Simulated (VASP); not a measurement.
Here is a VASP 6.6.1 calculation.

INCAR

```
PREC = Accurate
ENCUT = 600
EDIFF = 1E-7
ISMEAR = 0
SIGMA = 0.01
LREAL = False
LASPH = True
NELM = 60
ALGO = Normal
ISIF = 3
LWAVE = False
LCHARG = False
GGA = PS
IBRION = 2
NSW = 100
EDIFFG = -0.002
PSTRESS = 20.0
```

The input KPOINTS:

```
regular mesh
0
Gamma
  4 4 4
```

The input POSCAR:

```
BaZrO3
1.0
    4.1806150114      0.0000000000      0.0000000000
    0.0000000000      4.1806150114      0.0000000000
    0.0000000000      0.0000000000      4.1806150114
Ba Zr O
1 1 3
Direct
    0.0000000000      0.0000000000      0.0000000000
    0.5000000000      0.5000000000      0.5000000000
    0.0000000000      0.5000000000      0.5000000000
    0.5000000000      0.0000000000      0.5000000000
    0.5000000000      0.5000000000      0.0000000000
```

Potentials or basis: VASP PAW PBE potentials, release 64 (Ba_sv, Zr_sv, O).

Command:

```bash
$ cat potpaw_PBE.64/Ba_sv/POTCAR potpaw_PBE.64/Zr_sv/POTCAR potpaw_PBE.64/O/POTCAR > POTCAR
$ mpirun -np 1 vasp_std > vasp.out
```

Q: Estimate the relaxed cell.

A: a = 4.173 Å, b = 4.173 Å, c = 4.173 Å, α = 90.00°, β = 90.00°, γ = 90.00°.

Q: What does it give for the band gap on the k mesh?

A: 3.13 eV, indirect (least direct gap 3.33 eV).

Step by step:
| step | energy change (eV) | largest force (eV/Å) | pressure (GPa) | volume (Å³) |
| --- | --- | --- | --- | --- |
| 1 | 0.0000 | 0.0000 | 1.07 | 73.07 |
| 2 | 0.0118 | 0.0000 | 3.19 | 72.17 |
| 3 | 0.0038 | 0.0000 | 2.00 | 72.67 |

Caveat: the cell is relaxed towards a set pressure, so the enthalpy falls and the energy may rise; the PAW data sets were made with another functional, which shifts forces and pressure a little; spin-orbit coupling is left out, which moves the levels of the heavy elements. A k mesh can miss the band edges.
